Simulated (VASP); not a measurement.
**Ga2Sb2CO: single point with PBE+D3(BJ)**

The system is Ga2Sb2CO, a slab with vacuum.

```
Sb Ga O C
1.0
     4.33438    0.00000    0.00000
    -2.16719    3.75368    0.00000
     0.00000    0.00000   23.61974
Sb Ga O C
2 2 1 1
Direct
  0.00000 0.00000 0.16935
  0.33333 0.66667 0.32597
  0.33333 0.66667 0.20681
  0.66667 0.33333 0.35859
  0.33333 0.55556 0.48983
  0.33333 0.55556 0.53852
```

```
Program             : VASP 6.6.1
Task                : single point
Functional          : PBE
Dispersion          : D3(BJ)
Potentials or basis : VASP PAW PBE potentials, release 64 (Sb, Ga_d, O, C)
Cutoff              : 520 eV
k mesh              : 6 × 6 × 1
Occupations         : gaussian, width 0.1 eV
Spin                : no spin polarisation
```

```json
{"Largest force": "0.702 eV/Å", "Band gap on the k mesh": "0.02 eV, indirect (least direct gap 0.17 eV)", "Dispersion energy per atom": "-0.167 eV"}
```

Forces on the atoms (eV/Å):
```
Sb  -0.002  0.004  0.151
Sb   0.001  0.001 -0.075
Ga   0.000  0.000 -0.115
Ga   0.003  0.000  0.000
O   -0.002 -0.006  0.702
C    0.000  0.002 -0.663
```

Levels at points of the mesh, in eV from the valence-band top:
| k point | band 19 | band 20 | band 21 | band 22 | band 23 | band 24 | band 25 | band 26 | band 27 | band 28 |
| --- | --- | --- | --- | --- | --- | --- | --- | --- | --- | --- |
| (0.00, 0.00, 0.00) | -2.09 | -1.11 | -1.11 | 0.00 | 0.00 | 0.17 | 0.88 | 1.43 | 1.44 | 1.78 |
| (0.50, 0.00, 0.00) | -5.71 | -2.50 | -2.45 | -1.30 | -1.19 | 0.35 | 0.69 | 1.19 | 1.31 | 1.68 |
| (0.00, 0.50, 0.00) | -5.71 | -2.50 | -2.45 | -1.30 | -1.18 | 0.37 | 0.68 | 1.20 | 1.30 | 1.67 |
| (0.50, 0.50, 0.00) | -5.71 | -2.50 | -2.45 | -1.30 | -1.19 | 0.35 | 0.70 | 1.20 | 1.30 | 1.69 |

It took 7.8 min on 1 thread of Oxide Virtual Turin-like Processor (shared host), peak memory 0.59 GiB.

Caveat: spin-orbit coupling is left out, which moves the levels of the heavy elements.
